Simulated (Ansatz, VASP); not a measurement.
**One calculation of Hf, two programs**

```xyz
4
Lattice="3.3118 0.0000 0.0000 -1.6559 2.8681 0.0000 0.0000 0.0000 10.5984" Properties=species:S:1:pos:R:3 pbc="T T T"
Hf    1.6559    2.8681    0.0000
Hf   -1.6559    2.8681    5.2992
Hf    0.0000    1.9121    2.6496
Hf    1.6559    0.9560    7.9488
```

Alike in both runs: task single point; functional RPBE; k mesh 13 × 13 × 4; occupations fermi-dirac, width 0.1 eV; no spin polarisation.

```csv
,VASP,Ansatz
version,VASP 6.6.1,Ansatz 0.2.0
potentials or method,"VASP PAW PBE potentials, release 64 (Hf_pv), cutoff 520 eV","plane waves (420 eV) with PAW, scalar-relativistic"
valence electrons in the cell,40,104
```

```tsv
	VASP	Ansatz	Ansatz less VASP
pressure (GPa)	-7.3	-6.8	+0.45
traceless stress, the component that is largest in VASP (GPa)	0.09	0.14	+0.045
```

VASP's potentials were made for PBE, not for RPBE. VASP's potentials hold 40 valence electrons a cell and Ansatz's 104, so a difference there can come from the potentials and not from the codes.

Spin-orbit coupling is off throughout.
